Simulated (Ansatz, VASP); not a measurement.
# SnSe: VASP beside Ansatz

Contents of INCAR:

```
PREC = Accurate ; ENCUT = 500
EDIFF = 1E-6 ; ISMEAR = 1
SIGMA = 0.5 ; LREAL = F
LASPH = T ; NELM = 120
ALGO = Normal ; ISIF = 2
LWAVE = F ; LCHARG = T
GGA = PE ; LELF = T
LVHAR = T ; NBANDS = 28
GGA_COMPAT = F
```

KPOINTS

```
Automatic mesh
0
Gamma
  4 4 4
```

File POSCAR:

```
SnSe
1.0
    4.2193393516      0.0000000000      0.0000000000
    0.0000000000      4.2193393516      0.0000000000
    0.0000000000      0.0000000000      5.9930255593
Sn Se
2 2
Direct
    0.5000000000      0.0000000000      0.2500915766
    0.0000000000      0.5000000000      0.7499084234
    0.5000000000      0.0000000000      0.7498972969
    0.0000000000      0.5000000000      0.2501027031
```

Input for Ansatz:

```yaml
crystal:
  lattice:
    - [4.2193393516, 0.0, 0.0]
    - [0.0, 4.2193393516, 0.0]
    - [0.0, 0.0, 5.9930255593]
  atoms:
    - { symbol: Sn, position: [0.5, 0.0, 0.2500915766] }
    - { symbol: Sn, position: [0.0, 0.5, 0.7499084234] }
    - { symbol: Se, position: [0.5, 0.0, 0.7498972969] }
    - { symbol: Se, position: [0.0, 0.5, 0.2501027031] }
kpoints:
  mp_grid: { grid: [4, 4, 4] }
hamiltonian:
  xc: pbe
scf:
  occupations: { method: methfessel_paxton, width: 0.5 }
  n_extra_bands: 5
output:
  forces: true
  stress: true
  eigenvalues: true
```

Alike in both runs: task single point; functional PBE; k mesh 4 × 4 × 4; occupations methfessel-paxton of order 1, width 0.5 eV; no spin polarisation.

|  | VASP | Ansatz |
| --- | --- | --- |
| version | VASP 6.6.1 | Ansatz 0.2.0 |
| potentials or method | VASP PAW PBE potentials, release 64 (Sn_d, Se) | plane waves |
| plane-wave cutoff (eV) | 500 | 420 |
| valence electrons in the cell | 40 | 60 |

|  | VASP | Ansatz | Ansatz less VASP |
| --- | --- | --- | --- |
| pressure (GPa) | 1.6 | 1.6 | 0.00 |
| traceless stress, the component that is largest in VASP (GPa) | -0.55 | -0.55 | 0.000 |

With one functional, cell and mesh, what is left measures potentials, basis and numerics. VASP's potentials hold 40 valence electrons a cell and Ansatz's 60, so a difference there can come from the potentials and not from the codes.
